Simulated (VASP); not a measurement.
# HfC (CsCl type) (Pm-3m) in VASP: notebook, part 2 of 2

VASP 6.6.1. The steps go on from the part before.

### 4 Relaxation of cell and atoms, PBE, target pressure 0.032 GPa, at which the enthalpy is minimised

This run uses another cell than the first one, of 11.70 Å³/atom, 0.958 times its volume.

Contents of INCAR:

```
SYSTEM = HfC
PREC     = Accurate       ! precision mode
ENCUT    = 600            ! plane-wave cutoff, eV
EDIFF    = 1E-6           ! SCF threshold, eV
ISMEAR   = -1             ! smearing method
SIGMA    = 0.1            ! smearing width, eV
LREAL    = .FALSE.        ! projectors in reciprocal space
LASPH    = .TRUE.         ! aspherical terms in the spheres
NELM     = 60             ! most SCF steps
ALGO     = Normal         ! electronic algorithm
ISIF     = 3              ! what is computed and relaxed
LWAVE    = .FALSE.        ! write WAVECAR
LCHARG   = .FALSE.        ! write CHGCAR
GGA      = PE             ! functional
IBRION   = 2              ! ionic algorithm
NSW      = 60             ! ionic steps
EDIFFG   = -0.005         ! ionic threshold
PSTRESS  = 0.32
```

Contents of KPOINTS:

```
Automatic mesh
0
G
  13 13 13
  0 0 0
```

Contents of POSCAR:

```
HfC
1.0
    2.8600305995      0.0000000000      0.0000000000
    0.0000000000      2.8600305995      0.0000000000
    0.0000000000      0.0000000000      2.8600305995
Hf C
1 1
Direct
    0.0000000000      0.0000000000      0.0000000000
    0.5000000000      0.5000000000      0.5000000000
```

Run with:

```console
cat potpaw_PBE.64/Hf_pv/POTCAR potpaw_PBE.64/C/POTCAR > POTCAR
mpirun -np 1 vasp_std > vasp.out
```

It took 45 s on 1 thread of Intel Xeon Platinum 8488C (Sapphire Rapids), shared host; peak memory 0.17 GiB.

Results (log left out):

```
Free energy                                            : -18.3724 eV
Relaxed volume                                         : 12.13 Å³/atom
Relaxed cell                                           : a = 2.895 Å, b = 2.895 Å, c = 2.895 Å, α = 90.00°, β = 90.00°, γ = 90.00°
Space group after relaxing (to 0.05 Å)                 : Pm-3m (No. 221)
Energy change on relaxing (the enthalpy is what falls) : -10.6 meV/atom
Ionic steps                                            : 17
Pressure after relaxing                                : 0.0 GPa
Band gap on the k mesh                                 : zero (band 7 reaches 7.72 eV, above the bottom of band 8 at 5.81 eV)
```

The path:
```
step  energy change (eV)  largest force (eV/Å)  pressure (GPa)  volume (Å³)
   1              0.0000                0.0000            8.06        23.39
   2              0.0122                0.0000           -8.77        25.44
   3             -0.0212                0.0000           -0.08        24.27
   4             -0.0212                0.0000            0.11        24.25
   5             -0.0212                0.0000            0.11        24.25
   6             -0.0212                0.0000            0.11        24.25
   7             -0.0212                0.0000            0.10        24.25
   8             -0.0212                0.0000            0.10        24.25
   9             -0.0212                0.0000            0.10        24.25
  10             -0.0212                0.0000            0.10        24.25
  11             -0.0212                0.0000            0.10        24.25
  12             -0.0212                0.0000            0.10        24.25
  13             -0.0212                0.0000            0.10        24.25
  14             -0.0212                0.0000            0.10        24.25
  15             -0.0212                0.0000            0.10        24.26
  16             -0.0212                0.0000            0.10        24.26
  17             -0.0212                0.0000            0.04        24.26
```

Final structure:
```xyz
2
Lattice="2.8950 0.0000 0.0000 0.0000 2.8950 0.0000 0.0000 0.0000 2.8950" Properties=species:S:1:pos:R:3 pbc="T T T"
Hf    0.0000    0.0000    2.8950
C     1.4475    1.4475    1.4475
```

Levels at points of the mesh, in eV from the Fermi level:
```tsv
k point	band 5	band 6	band 7	band 8	band 9	band 10
(0.00, 0.00, 0.00)	-1.91	-1.91	1.08	1.08	1.08	6.17
```

Caveat: the cell is relaxed towards a set pressure, so the enthalpy falls and the energy may rise; spin-orbit coupling is left out, which moves the levels of the heavy elements.

### 5 Relaxation of cell and atoms, PBE, target pressure 0.032 GPa, at which the enthalpy is minimised

Contents of INCAR:

```
SYSTEM = HfC
ALGO = Normal
EDIFF = 1E-6
EDIFFG = -0.005
ENCUT = 600
GGA = PE
IBRION = 2
ISIF = 3
ISMEAR = -1
LASPH = .True.
LCHARG = .False.
LREAL = .False.
LWAVE = .False.
NELM = 60
NSW = 32
PREC = Accurate
PSTRESS = 0.32
SIGMA = 0.1
```

Contents of KPOINTS:

```
k-points
0
Gamma
  13 13 13
  0 0 0
```

Contents of POSCAR:

```
HfC
1.0
    2.9016574817      0.0000000000      0.0000000000
    0.0000000000      2.9016574817      0.0000000000
    0.0000000000      0.0000000000      2.9016574817
Hf C
1 1
Direct
    0.0000000000      0.0000000000      0.0000000000
    0.5000000000      0.5000000000      0.5000000000
```

Run with:

```console
cat potpaw_PBE.64/Hf_pv/POTCAR potpaw_PBE.64/C/POTCAR > POTCAR
mpirun -np 1 vasp_std > vasp.out
```

Run time: 19 s. Hardware: 1 thread of Intel Xeon Platinum 8488C (Sapphire Rapids), shared host; peak memory 0.17 GiB.

Results (log left out):

- Free energy: -18.3730 eV
- Relaxed volume: 12.13 Å³/atom
- Relaxed cell: a = 2.895 Å, b = 2.895 Å, c = 2.895 Å, α = 90.00°, β = 90.00°, γ = 90.00°
- Space group after relaxing (to 0.05 Å): Pm-3m (No. 221)
- Energy change on relaxing (the enthalpy is what falls): -0.4 meV/atom
- Ionic steps: 3
- Pressure after relaxing: 0.0 GPa
- Band gap on the k mesh: zero (band 7 reaches 7.72 eV, above the bottom of band 8 at 5.81 eV)

Step by step:
```csv
step,energy change (eV),largest force (eV/Å),pressure (GPa),volume (Å³)
1,0.0000,0.0000,-1.40,24.43
2,0.0005,0.0000,1.85,24.05
3,-0.0007,0.0000,0.04,24.26
```

Final structure:
```
Hf C
1.0
     2.89483    0.00000    0.00000
     0.00000    2.89483    0.00000
     0.00000    0.00000    2.89483
Hf C
1 1
Cartesian
  0.0000 0.0000 0.0000
  1.4474 1.4474 1.4474
```

Levels at points of the mesh, in eV from the Fermi level:
| k point | band 4 | band 5 | band 6 | band 7 | band 8 | band 9 | band 10 | band 11 |
| --- | --- | --- | --- | --- | --- | --- | --- | --- |
| (0.00, 0.00, 0.00) | -12.79 | -1.91 | -1.91 | 1.08 | 1.08 | 1.08 | 6.17 | 6.17 |

Caveat: the cell is relaxed towards a set pressure, so the enthalpy falls and the energy may rise; spin-orbit coupling is left out, which moves the levels of the heavy elements.

### 6 Summary

```csv
task,cell,cutoff (eV),gap on the mesh (eV),pressure (GPa)
single point,"a = 2.902 Å, 2 atoms",520,none,-1.4
relaxation of cell and atoms,"relaxed to 0.032 GPa from a = 2.860 Å, 2 atoms",600,none,0.0
relaxation of cell and atoms,"relaxed to 0.032 GPa from a = 2.902 Å, 2 atoms",600,none,0.0
```

Alike in all rows: level PBE; potentials or basis VASP PAW PBE potentials, release 64 (Hf_pv, C); no spin polarisation; k mesh 13 × 13 × 13; smearing fermi-dirac 0.1 eV.

Caveats: spin-orbit coupling is left out, which moves the levels of the heavy elements; the cell is relaxed towards a set pressure, so the enthalpy falls and the energy may rise (some runs).

Total energies depend on the potentials used, so only differences within one code and one set of settings carry meaning.
